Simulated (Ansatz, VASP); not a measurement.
# Two plane-wave programs on Mo

The input POSCAR:

```
Mo
1.0
   -1.5710000000      1.5710000000      1.5710000000
    1.5710000000     -1.5710000000      1.5710000000
    1.5710000000      1.5710000000     -1.5710000000
Mo
1
Direct
    0.0000000000      0.0000000000      0.0000000000
```

INCAR.step1

```
SYSTEM = Mo
PREC     = Accurate       ! precision mode
ENCUT    = 600            ! plane-wave cutoff, eV
ISMEAR   = 0              ! smearing method
SIGMA    = 0.1            ! smearing width, eV
LREAL    = .FALSE.        ! projectors in reciprocal space
LASPH    = .TRUE.         ! aspherical terms in the spheres
NELM     = 100            ! most SCF steps
GGA      = PE             ! functional
ALGO     = Normal         ! electronic algorithm
EDIFF    = 1E-4           ! SCF threshold, eV
LWAVE    = .TRUE.         ! write WAVECAR
LCHARG   = .FALSE.        ! write CHGCAR
```

File INCAR.step2:

```
SYSTEM = Mo
PREC     = Accurate       ! precision mode
ENCUT    = 600            ! plane-wave cutoff, eV
EDIFF    = 1E-6           ! SCF threshold, eV
ISMEAR   = 0              ! smearing method
SIGMA    = 0.1            ! smearing width, eV
LREAL    = .FALSE.        ! projectors in reciprocal space
LASPH    = .TRUE.         ! aspherical terms in the spheres
NELM     = 100            ! most SCF steps
ALGO     = Normal         ! electronic algorithm
ISIF     = 3              ! what is computed and relaxed
LWAVE    = .FALSE.        ! write WAVECAR
LCHARG   = .FALSE.        ! write CHGCAR
METAGGA  = R2SCAN         ! meta-GGA
LMIXTAU  = .TRUE.       
IBRION   = 2              ! ionic algorithm
NSW      = 100            ! ionic steps
EDIFFG   = -0.005         ! ionic threshold
ISTART   = 1
```

Contents of KPOINTS:

```
Automatic mesh
0
G
  18 18 18
  0 0 0
```

Input for Ansatz:

```yaml
crystal:
  lattice:
    - [-1.571, 1.571, 1.571]
    - [1.571, -1.571, 1.571]
    - [1.571, 1.571, -1.571]
  atoms:
    - { symbol: Mo, position: [0.0, 0.0, 0.0] }
basis:
  ecutwfc: 500
kpoints:
  mp_grid: { grid: [18, 18, 18] }
hamiltonian:
  xc: r2scan
scf:
  occupations: { method: gaussian, width: 0.1 }
output:
  forces: true
  stress: true
  eigenvalues: true
relax:
  adjacent_minimum: "off"
  f_tol: 0.005
  max_steps: 80
  cell: { stress_tol: 0.05 }
```

Alike in both runs: task relaxation of cell and atoms; functional r2SCAN; k mesh 18 × 18 × 18; occupations gaussian, width 0.1 eV; no spin polarisation.

```csv
,VASP,Ansatz
version,VASP 6.6.1,Ansatz 0.2.0
potentials or method,"VASP PAW PBE potentials, release 64 (Mo_sv), cutoff 600 eV","scalar-relativistic, plane waves, PAW"
valence electrons in the cell,14,14
```

Ansatz gave:

* gap on the k mesh at the Fermi level, each at its own relaxed structure (eV): none
* relaxed volume (Å³/atom): 15.63
* relaxed cell length with the largest relative difference (Å): 2.728

Question: What did VASP give for the same quantities?

Answer: gap on the k mesh at the Fermi level, each at its own relaxed structure (eV): none; relaxed volume (Å³/atom): 15.70; relaxed cell length with the largest relative difference (Å): 2.732.

VASP's potentials were made for PBE, not for r2SCAN. A gap of «none» marks a metal or a gap that the smearing closes.
